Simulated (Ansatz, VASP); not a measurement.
**Bi in VASP and in Ansatz**

```
Bi
1.0
     3.31492    0.00000    0.00000
    -1.65746    2.87081    0.00000
     0.00000    0.00000    5.43339
Bi
2
Direct
  0.33333 0.66667 0.25000
  0.66667 0.33333 0.75000
```

Alike in both runs: task single point; functional LDA; k mesh 12 × 12 × 6; occupations fermi-dirac, width 0.1 eV; no spin polarisation.

|  | VASP | Ansatz |
| --- | --- | --- |
| version | VASP 6.6.1 | Ansatz 0.2.0 |
| potentials or method | VASP PAW LDA potentials, release 64 (Bi_d), cutoff 520 eV | plane waves (420 eV) with PAW, scalar-relativistic |
| valence electrons in the cell | 30 | 30 |

```tsv
	VASP	Ansatz	Ansatz less VASP
pressure (GPa)	11.0	10.8	-0.19
traceless stress, the component that is largest in VASP (GPa)	0.34	0.35	+0.020
```

Ansatz warns that its potentials were made for another functional, while VASP's fit it. LDA's correlation is that of Perdew and Zunger in VASP and of Perdew and Wang (1992) in Ansatz.

Spin-orbit coupling is off throughout.
